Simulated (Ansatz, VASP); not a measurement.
## Si4Hg: VASP beside Ansatz

```xyz
5
Lattice="-2.0448 2.0448 5.4260 2.0448 -2.0448 5.4260 2.0448 2.0448 -5.4260" Properties=species:S:1:pos:R:3 pbc="T T T"
Si    0.0000    2.0448    2.7130
Si    0.0000    0.0000    4.2250
Si    0.0000    0.0000    6.6269
Si    2.0448    0.0000    2.7130
Hg    0.0000    0.0000    0.0000
```

Change from the starting cell: species swapped into the NaGa4 type (I4/mmm, No. 139).

Alike in both runs: task relaxation of cell and atoms; functional PBE; k mesh 6 × 6 × 6; occupations gaussian, width 0.1 eV; no spin polarisation.

```csv
,VASP,Ansatz
version,VASP 6.6.1,Ansatz 0.2.0
potentials or method,"VASP PAW PBE potentials, release 64 (Si, Hg), cutoff 500 eV","scalar-relativistic, plane waves, PAW"
valence electrons in the cell,28,36
```

```csv
,VASP,Ansatz,Ansatz less VASP
"gap on the k mesh at the Fermi level, each at its own relaxed structure (eV)",none,none,-
relaxed volume (Å³/atom),18.44,18.45,+0.009
relaxed cell length with the largest relative difference (Å),5.554,5.559,+0.0047
```

A gap of «none» marks a metal or a gap that the smearing closes. VASP's potentials hold 28 valence electrons a cell and Ansatz's 36, so a difference there can come from the potentials and not from the codes.

The k mesh is coarse, so the values compare programs but aren't converged. Spin-orbit coupling is off throughout.
